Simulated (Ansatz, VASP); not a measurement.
Two plane-wave programs on Co

Contents of POSCAR:

```
Co
1.0
    0.0000000000      1.6843299404      1.6843299404
    1.6843299404      0.0000000000      1.6843299404
    1.6843299404      1.6843299404      0.0000000000
Co
1
Direct
    0.0000000000      0.0000000000      0.0000000000
```

Contents of INCAR.step1:

```
PREC = Accurate ; ENCUT = 520
ISMEAR = -1 ; SIGMA = 0.1
LREAL = F ; LASPH = T
NELM = 80 ; NBANDS = 10
GGA = PE ; ALGO = Normal
EDIFF = 1E-4 ; LWAVE = T
LCHARG = F
```

Contents of INCAR.step2:

```
PREC = Accurate ; ENCUT = 520
EDIFF = 1E-6 ; ISMEAR = -1
SIGMA = 0.1 ; LREAL = F
LASPH = T ; NELM = 80
ALGO = Normal ; ISIF = 2
LWAVE = F ; LCHARG = F
METAGGA = R2SCAN ; LMIXTAU = T
NBANDS = 10 ; ISTART = 1
```

File KPOINTS:

```
Automatic mesh
0
Gamma
  18 18 18
```

Input for Ansatz:

```yaml
crystal:
  lattice:
    - [0.0, 1.6843299404, 1.6843299404]
    - [1.6843299404, 0.0, 1.6843299404]
    - [1.6843299404, 1.6843299404, 0.0]
  atoms:
    - { symbol: Co, position: [0.0, 0.0, 0.0] }
hamiltonian:
  xc: r2scan
  pseudopotentials:
    kind: paw
    azcp:
      Co: "pseudopotentials/Co.paw.azcp"
basis:
  ecutwfc: 500
  fft_grid_basis: typed
kpoints:
  mp_grid: { grid: [18, 18, 18], shift: [0, 0, 0] }
magnetization:
  spin_polarized: false
scf:
  occupations: { method: fermi_dirac, width: 0.1 }
  lower_state_search: "off"
output:
  stress: true
  write_density: true
  write_potential: true
  elf: true
  volumetric_format: npy
```

Alike in both runs: task single point; functional r2SCAN; k mesh 18 × 18 × 18; occupations fermi-dirac, width 0.1 eV; no spin polarisation.

|  | VASP | Ansatz |
| --- | --- | --- |
| version | VASP 6.6.1 | Ansatz 0.2.0 |
| potentials or method | VASP PAW PBE potentials, release 64 (Co), cutoff 520 eV | plane waves (500 eV) with PAW, scalar-relativistic |
| valence electrons in the cell | 9 | 17 |

Ansatz gave:

```
pressure (GPa) : 12.7
```

Q: Which values does VASP return?

A: Pressure (GPa): 12.8.

VASP's potentials were made for PBE, not for r2SCAN. VASP's potentials hold 9 valence electrons a cell and Ansatz's 17, so a difference there can come from the potentials and not from the codes.
